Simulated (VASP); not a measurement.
A run of VASP 6.6.1:

INCAR

```
SYSTEM = MgI2
  ALGO = Normal
  EDIFF = 1E-6
  ENCUT = 520
  GGA = PE
  ISIF = 2
  ISMEAR = 0
  LASPH = .True.
  LCHARG = .True.
  LELF = .True.
  LREAL = .False.
  LVHAR = .True.
  LWAVE = .False.
  NBANDS = 15
  NELM = 60
  PREC = Accurate
  SIGMA = 0.05
```

File KPOINTS:

```
k-points
0
Gamma
  6 6 4
  0 0 0
```

POSCAR

```
MgI2
1.0
    4.1537001214      0.0000000000      0.0000000000
   -2.0768500607      3.5972098248      0.0000000000
    0.0000000000      0.0000000000      6.8620000000
Mg I
1 2
Direct
    0.0100695317      0.0073714088      0.0000000000
    0.3333333333      0.6666666667      0.7576300000
    0.6666666667      0.3333333333      0.2423700000
```

Potentials or basis: VASP PAW PBE potentials, release 64 (Mg, I).

Run with:

```sh
$ cat potpaw_PBE.64/Mg/POTCAR potpaw_PBE.64/I/POTCAR > POTCAR
$ mpirun -np 1 vasp_std > vasp.out
```

Hardware: 1 thread of Intel(R) Xeon(R) 6975P-C (Granite Rapids), on a shared host.

Q: Estimate the wall time of this run.

A: It took 62 s on 1 thread of Intel(R) Xeon(R) 6975P-C (Granite Rapids), with other jobs on the host, peak memory 0.3 GiB. Counts: scf iterations 12, k points 76.
